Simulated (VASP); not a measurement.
# NaCl (Fm-3m) in VASP: further runs

NaCl is run at these levels: LDA, r2SCAN; tasks: single point, relaxation of cell and atoms.

All numbers are computed with VASP 6.6.1; they aren't measurements. Logs are shortened: lines on timing, memory, paths and dates and some standing lists are left out, and cuts for length are marked.

## 1. The cell of the first run

Symmetry: Fm-3m, No. 225, cubic system. The conventional cell has a = 5.465 Å, b = 5.465 Å, c = 5.465 Å, α = 90.00°, β = 90.00°, γ = 90.00°. Within 3.6 Å of Na (site symmetry m-3m) lie 6 Cl at 2.73 Å. Cl (site symmetry m-3m) has 6 Na at 2.73 Å within 3.6 Å.

## 2. Single point, LDA

Input file INCAR:

```
SYSTEM = NaCl
PREC = Accurate
ENCUT = 520
EDIFF = 1E-6
ISMEAR = 0
SIGMA = 0.02
LREAL = .False.
LASPH = .True.
NELM = 80
ALGO = Normal
ISIF = 2
LWAVE = .False.
LCHARG = .False.
GGA = CA
NBANDS = 14
```

Input file KPOINTS:

```
Automatic mesh
0
Gamma
  8 8 8
  0 0 0
```

Input file POSCAR:

```
NaCl
1.0
    0.0000000000      2.7325055609      2.7325055609
    2.7325055609      0.0000000000      2.7325055609
    2.7325055609      2.7325055609      0.0000000000
Na Cl
1 1
Direct
    0.0000000000      0.0000000000      0.0000000000
    0.5000000000      0.5000000000      0.5000000000
```

Potentials or basis: VASP PAW LDA potentials, release 64 (Na_pv, Cl).

The run is started by

```console
cat potpaw_LDA.64/Na_pv/POTCAR potpaw_LDA.64/Cl/POTCAR > POTCAR
mpirun -np 1 vasp_std > vasp.out
```

OUTCAR:

```text
SYSTEM = NaCl
   PREC = Accurate
   ENCUT = 520
   EDIFF = 1E-6
   ISMEAR = 0
   LREAL = .False.
   LASPH = .True.
   NELM = 80
   ISIF = 2
   GGA = CA

 ion  position               nearest neighbor table
   1  0.000  0.000  0.000-
   2  0.500  0.500  0.500-

  LATTYP: Found a face centered cubic cell.
 ALAT       =     5.4650111218

  Lattice vectors:

 A1 = (   0.0000000000,   2.7325055609,   2.7325055609)
 A2 = (   2.7325055609,   0.0000000000,   2.7325055609)
 A3 = (   2.7325055609,   2.7325055609,   0.0000000000)

Analysis of symmetry for initial positions (statically):
=====================================================================
 Subroutine PRICEL returns:
 Original cell was already a primitive cell.

 Routine SETGRP: Setting up the symmetry group for a
 face centered cubic supercell.

 Subroutine GETGRP returns: Found 48 space group operations
 (whereof 48 operations were pure point group operations)
 out of a pool of 48 trial point group operations.

The static configuration has the point symmetry O_h .

Analysis of symmetry for dynamics (positions and initial velocities):
=====================================================================
 Subroutine PRICEL returns:
 Original cell was already a primitive cell.

 Routine SETGRP: Setting up the symmetry group for a
 face centered cubic supercell.

 Subroutine GETGRP returns: Found 48 space group operations
 (whereof 48 operations were pure point group operations)
 out of a pool of 48 trial point group operations.

The dynamic configuration has the point symmetry O_h .

 Subroutine INISYM returns: Found 48 space group operations
 (whereof 48 operations are pure point group operations),
 and found     1 'primitive' translations

----------------------------------------------------------------------------------------

                                     Primitive cell

  volume of cell :      40.8050

  direct lattice vectors                    reciprocal lattice vectors
     0.000000000  2.732505561  2.732505561    -0.182982244  0.182982244  0.182982244
     2.732505561  0.000000000  2.732505561     0.182982244 -0.182982244  0.182982244
     2.732505561  2.732505561  0.000000000     0.182982244  0.182982244 -0.182982244

  length of vectors
     3.864346423  3.864346423  3.864346423     0.316934544  0.316934544  0.316934544

  position of ions in fractional coordinates (direct lattice)
     0.000000000  0.000000000  0.000000000
     0.500000000  0.500000000  0.500000000

  ion indices of the primitive-cell ions
   primitive index   ion index
                 1           1
                 2           2

----------------------------------------------------------------------------------------

 KPOINTS: Automatic mesh

Automatic generation of k-mesh.
 Grid dimensions read from file:
 generate k-points for:    8    8    8

 Generating k-lattice:

  Cartesian coordinates                     Fractional coordinates (reciprocal lattice)
    -0.022872781  0.022872781  0.022872781     0.125000000  0.000000000  0.000000000
     0.022872781 -0.022872781  0.022872781     0.000000000  0.125000000  0.000000000
     0.022872781  0.022872781 -0.022872781     0.000000000  0.000000000  0.125000000

  Length of vectors
     0.039616818  0.039616818  0.039616818

  Shift w.r.t. Gamma in fractional coordinates (k-lattice)
     0.000000000  0.000000000  0.000000000

 Subroutine IBZKPT returns following result:
 ===========================================

 Found     29 irreducible k-points:

 Following reciprocal coordinates:
            Coordinates               Weight
  0.000000  0.000000  0.000000      1.000000
  0.125000  0.000000  0.000000      8.000000
  0.250000  0.000000  0.000000      8.000000
  0.375000  0.000000  0.000000      8.000000
  0.500000  0.000000  0.000000      4.000000
  0.125000  0.125000  0.000000      6.000000
[... 16 lines left out ...]
  0.500000  0.250000  0.125000     48.000000
 -0.375000  0.250000  0.125000     24.000000
 [... further k-points ...]
   k-points           NKPTS =     29   k-points in BZ     NKDIM =     29   number of bands    NBANDS=     14
   number of dos      NEDOS =    301   number of ions     NIONS =      2
   total plane-waves  NPLWV =  27000
   dimension x,y,z NGX =    30 NGY =   30 NGZ =   30
   dimension x,y,z NGXF=    60 NGYF=   60 NGZF=   60
   ions per type =               1   1
   NGX,Y,Z   is equivalent  to a cutoff of  12.91, 12.91, 12.91 a.u.
   NGXF,Y,Z  is equivalent  to a cutoff of  25.81, 25.81, 25.81 a.u.
 SYSTEM =  NaCl
   PREC   = accura    normal or accurate (medium, high low for compatibility)
   ISTART =      0    job   : 0-new  1-cont  2-samecut
   ICHARG =      2    charge: 1-file 2-atom 10-const
   ISPIN  =      1    spin polarized calculation?
   LNONCOLLINEAR =      F non collinear calculations
   LSORBIT =      F    spin-orbit coupling
   LASPH  =      T    aspherical Exc in radial PAW
   ENCUT  =  520.0 eV  38.22 Ry    6.18 a.u.   7.19  7.19  7.19*2*pi/ulx,y,z
   NELM   =     80;   NELMIN=  2; NELMDL= -5     # of ELM steps
   EDIFF  = 0.1E-05   stopping-criterion for ELM
   LREAL  =      F    real-space projection
   EDIFFG = 0.1E-04   stopping-criterion for IOM
   NSW    =      0    number of steps for IOM
   IBRION =     -1    ionic relax: 0-MD 1-quasi-New 2-CG
   NFREE  =      0    steps in history (QN), initial steepest desc. (CG)
   ISIF   =      2    stress and relaxation
   ISYM   =      2    0-nonsym 1-usesym 2-fastsym
   POTIM  = 0.5000    time-step for ionic-motion
   TEBEG  =    0.0;   TEEND  =   0.0 temperature during run
   PSTRESS=    0.0 pullay stress
   NELECT =      14.0000    total number of electrons
   NUPDOWN=      -1.0000    fix difference up-down
   EMIN   =  10.00;   EMAX   =-10.00  energy-range for DOS
   EFERMI =   0.00;   METHOD = LEGACY
   ISMEAR =     0;   SIGMA  =   0.02  broadening in eV -4-tet -1-fermi 0-gaus
   EFERMI_NEDOS =   21; number of points for ismear=-14 and -15
   IALGO  =     38    algorithm
   IMIX   =      4    mixing-type and parameters
     AMIX     =   0.40;   BMIX     =  1.00
     AMIX_MAG =   1.60;   BMIX_MAG =  1.00
  volume/ion in A,a.u.               =      20.40       137.68
  Fermi-wavevector in a.u.,A,eV,Ry     =   1.146075  2.165768 17.871095  1.313488
  Thomas-Fermi vector in A             =   2.282761
   LORBIT       =      0    0 simple, 1 ext, 2 COOP (PROOUT), +10 PAW based schemes
   GGA     = CA    functional components
   LHFCALC =     F    Hartree Fock is set to
   AEXX    =    0.0000 exact exchange contribution
   IVDW    =     0    specifies the selected vdW correction
   LEPSILON=     F    determine dielectric tensor
   LRPA    =     F    only Hartree local field effects (RPA)
 non-spin polarized calculation
 Gauss-broadening in eV      SIGMA  =   0.02
  energy-cutoff  :      520.00
  volume of cell :       40.80
 maximum number of plane-waves:      1124
 NGX is ok and might be reduce to    30
   NGX = 15   NGY = 15   NGZ = 15

 number of electron      13.9999993 magnetization

 Free energy of the ion-electron system (eV)
  ---------------------------------------------------
  ext. energy  EPLUGINS =         0.00000000
  ---------------------------------------------------
  free energy    TOTEN  =        -7.38920681 eV

  energy without entropy =       -7.38920681  energy(sigma->0) =       -7.38920681

 E-fermi :  -0.2035     XC(G=0):  -9.1363

 val. band max:       -0.3600903008   @ k =   0.0000   0.0000   0.0000
 cond. band min:       4.7190021500   @ k =   0.0000   0.0000   0.0000
 fundamental gap:      5.0790924508
 Fermi energy:        -0.2035297438

 k-point     1 :       0.0000    0.0000    0.0000
  band No.  band energies     occupation
      1     -20.9888      2.00000
      2     -20.9888      2.00000
      3     -20.9888      2.00000
      4     -13.1829      2.00000
      5      -0.3601      2.00000
      6      -0.3601      2.00000
      7      -0.3601      2.00000
      8       4.7190      0.00000
      9      10.5691      0.00000
     10      10.5691      0.00000
     11      10.5691      0.00000
     12      12.9262      0.00000
     13      12.9262      0.00000
     14      14.4535      0.00000

 k-point     2 :       0.1250    0.0000    0.0000
  band No.  band energies     occupation
      1     -20.9961      2.00000
      2     -20.9893      2.00000
      3     -20.9893      2.00000
      4     -13.1183      2.00000
      5      -0.8158      2.00000
      6      -0.4123      2.00000
      7      -0.4123      2.00000
      8       5.2723      0.00000
      9      10.0120      0.00000
     10      10.7886      0.00000
     11      10.7886      0.00000
     12      12.6711      0.00000
     13      12.6711      0.00000
     14      15.4984      0.00000

 k-point     3 :       0.2500    0.0000    0.0000
  band No.  band energies     occupation
      1     -21.0133      2.00000
      2     -20.9905      2.00000
      3     -20.9905      2.00000
      4     -12.9565      2.00000
      5      -1.6974      2.00000
      6      -0.5334      2.00000
      7      -0.5334      2.00000
      8       6.2530      0.00000
      9       9.5635      0.00000
     10      10.9389      0.00000
     11      10.9389      0.00000
     12      12.9077      0.00000
     13      12.9077      0.00000
     14      15.5433      0.00000

 k-point     4 :       0.3750    0.0000    0.0000
  band No.  band energies     occupation
      1     -21.0303      2.00000
      2     -20.9916      2.00000
      3     -20.9916      2.00000
      4     -12.7859      2.00000
      5      -2.4210      2.00000
      6      -0.6484      2.00000
      7      -0.6484      2.00000
      8       6.6690      0.00000
      9      10.1289      0.00000
     10      10.6740      0.00000
     11      10.6740      0.00000
     12      14.3695      0.00000
     13      14.3695      0.00000
     14      14.9740      0.00000

 k-point     5 :       0.5000    0.0000    0.0000
  band No.  band energies     occupation
      1     -21.0372      2.00000
      2     -20.9921      2.00000
      3     -20.9921      2.00000
      4     -12.7122      2.00000
      5      -2.6939      2.00000
      6      -0.6945      2.00000
      7      -0.6945      2.00000
      8       6.6925      0.00000
      9      10.5380      0.00000
     10      10.5380      0.00000
     11      10.6878      0.00000
[... 276 lines left out ...]
 k-point    22 :       0.3750    0.2500    0.1250
  band No.  band energies     occupation
      1     -21.0157      2.00000
      2     -20.9976      2.00000
      3     -20.9924      2.00000
      4     -12.8524      2.00000
      5      -1.8767      2.00000
      6      -0.9361      2.00000
      7      -0.6761      2.00000
      8       7.2084      0.00000
      9       8.7350      0.00000
     10      10.1570      0.00000
     11      11.8911      0.00000
     12      12.2158      0.00000
     13      14.5718      0.00000
     14      18.0566      0.00000

 k-point    23 :       0.5000    0.2500    0.1250
  band No.  band energies     occupation
      1     -21.0240      2.00000
      2     -21.0010      2.00000
      3     -20.9944      2.00000
      4     -12.7263      2.00000
      5      -2.2268      2.00000
      6      -1.2080      2.00000
      7      -0.8085      2.00000
      8       7.7962      0.00000
      9       9.2221      0.00000
     10       9.5016      0.00000
     11      11.6107      0.00000
     12      13.4954      0.00000
     13      16.0421      0.00000
     14      16.5684      0.00000

 k-point    24 :      -0.3750    0.2500    0.1250
  band No.  band energies     occupation
      1     -21.0275      2.00000
      2     -21.0018      2.00000
      3     -20.9957      2.00000
      4     -12.6726      2.00000
      5      -2.3690      2.00000
      6      -1.3045      2.00000
      7      -0.8729      2.00000
      8       7.8505      0.00000
      9       9.2133      0.00000
     10       9.9928      0.00000
     11      11.4115      0.00000
     12      14.1723      0.00000
     13      15.5732      0.00000
     14      16.7169      0.00000

 [... further k-points ...]

------------------------ aborting loop because EDIFF is reached ----------------------------------------

  FORCE on cell =-STRESS in cart. coord.  units (eV):
  Direction    XX          YY          ZZ          XY          YZ          ZX
  --------------------------------------------------------------------------------------
  -------------------------------------------------------------------------------------
  Total        0.0051651      0.0051651      0.0051651     -0.0000000     -0.0000000      0.0000000
  in kB        0.2028033      0.2028033      0.2028033     -0.0000000     -0.0000000      0.0000000
  external PRESSURE =       0.2028033 kB  Pullay stress =       0.0000000 kB

 VOLUME and BASIS-vectors are now :
 -----------------------------------------------------------------------------
  energy-cutoff  :      520.00
  volume of cell :       40.80
      direct lattice vectors                 reciprocal lattice vectors
     0.000000000  2.732505561  2.732505561    -0.182982244  0.182982244  0.182982244
     2.732505561  0.000000000  2.732505561     0.182982244 -0.182982244  0.182982244
     2.732505561  2.732505561  0.000000000     0.182982244  0.182982244 -0.182982244

 POSITION                                       TOTAL-FORCE (eV/Angst)
 -----------------------------------------------------------------------------------
      0.00000      0.00000      0.00000         0.000000      0.000000      0.000000
      2.73251      2.73251      2.73251        -0.000000     -0.000000      0.000000
 -----------------------------------------------------------------------------------
    total drift:                               -0.000000      0.000000      0.000000

  FREE ENERGIE OF THE ION-ELECTRON SYSTEM (eV)
  ---------------------------------------------------
  free  energy   TOTEN  =        -7.3892068141 eV

  energy  without entropy=       -7.3892068141  energy(sigma->0) =       -7.38920681
```

Wall time 13 s (1 thread of Intel Xeon 8259CL, shared host); peak memory 0.15 GiB.

Results:

* Free energy: -7.3892 eV
* Pressure: 0.0 GPa
* Band gap on the k mesh: 5.08 eV

LDA gaps usually lie below the measured ones, often by a third to a half.

## 3. Single point, LDA

Input file INCAR:

```
ALGO     = Normal         # electronic algorithm
EDIFF    = 1E-6           # SCF threshold, eV
ENCUT    = 520            # plane-wave cutoff, eV
GGA      = CA             # functional
ISIF     = 2              # what is computed and relaxed
ISMEAR   = 0              # smearing method
LASPH    = True           # aspherical terms in the spheres
LCHARG   = False          # write CHGCAR
LREAL    = False          # projectors in reciprocal space
LWAVE    = False          # write WAVECAR
NBANDS   = 14             # bands
NELM     = 100            # most SCF steps
PREC     = Accurate       # precision mode
SIGMA    = 0.01           # smearing width, eV
```

Input file KPOINTS:

```
k-points
0
Gamma
  8 8 8
```

Input file POSCAR:

```
NaCl
1.0
    0.0000000000      2.7322371725      2.7322371725
    2.7322371725      0.0000000000      2.7322371725
    2.7322371725      2.7322371725      0.0000000000
Na Cl
1 1
Direct
    0.0000000000      0.0000000000      0.0000000000
    0.5000000000      0.5000000000      0.5000000000
```

Potentials or basis: VASP PAW LDA potentials, release 64 (Na_pv, Cl).

The run is started by

```console
cat potpaw_LDA.64/Na_pv/POTCAR potpaw_LDA.64/Cl/POTCAR > POTCAR
mpirun -np 1 vasp_std > vasp.out
```

Wall time 13 s (1 thread of Intel Xeon 8259CL, shared host); peak memory 0.15 GiB.

The run converged. Its results:

```yaml
Free_energy: -7.3892 eV
Pressure: 0.0 GPa
Band_gap_on_the_k_mesh: 5.08 eV
```

Levels at points of the mesh, in eV from the valence-band top:
```csv
k point,band 3,band 4,band 5,band 6,band 7,band 8,band 9,band 10,band 11,band 12
"(0.00, 0.00, 0.00)",-20.63,-12.82,0.00,0.00,0.00,5.08,10.93,10.93,10.93,13.29
"(0.50, 0.00, 0.00)",-20.63,-12.35,-2.33,-0.33,-0.33,7.05,10.90,10.90,11.05,15.16
"(0.50, 0.50, 0.00)",-20.64,-12.30,-2.01,-0.72,-0.72,7.44,7.64,11.62,15.19,15.19
```

[end of part 1 of 2]
